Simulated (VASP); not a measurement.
Input of a VASP 6.6.1 run:

INCAR

```
SYSTEM = Ta2C
  ALGO = Normal
  EDIFF = 1E-6
  ENCUT = 600
  GGA = CA
  GGA_COMPAT = .FALSE.
  ISIF = 2
  ISMEAR = -1
  LASPH = .TRUE.
  LCHARG = .FALSE.
  LREAL = .FALSE.
  LWAVE = .FALSE.
  NBANDS = 20
  NELM = 120
  PREC = Accurate
  SIGMA = 0.05
```

KPOINTS

```
k-points
0
G
  12 12 7
  0 0 0
```

File POSCAR:

```
Ta2C
1.0
    3.1059000000      0.0000000000      0.0000000000
   -1.5529500000      2.6897883016      0.0000000000
    0.0000000000      0.0000000000      4.9464000000
Ta C
2 1
Direct
    0.3333333333      0.6666666667      0.2520100000
    0.6666666667      0.3333333333      0.7479900000
    0.0000000000      0.0000000000      0.0000000000
```

Potentials or basis: VASP PAW LDA potentials, release 64 (Ta_pv, C).

Launch:

```sh
$ cat potpaw_LDA.64/Ta_pv/POTCAR potpaw_LDA.64/C/POTCAR > POTCAR
$ mpirun -np 1 vasp_std > vasp.out
```

**Question.** Estimate the largest force.

**Answer.** 0.066 eV/Å.

**Question.** Predict the pressure.

**Answer.** -7.1 GPa.

**Question.** Estimate the band gap on the k mesh.

**Answer.** Zero (bands 13 and 14 overlap by 0.75 eV).

Stress tensor (GPa, compression positive):
```
-6.78  0.00  0.00
 0.00 -6.78  0.00
 0.00  0.00 -7.66
```

Caveat: the cell stands under tension; spin-orbit coupling is left out, which moves the levels of the heavy elements.
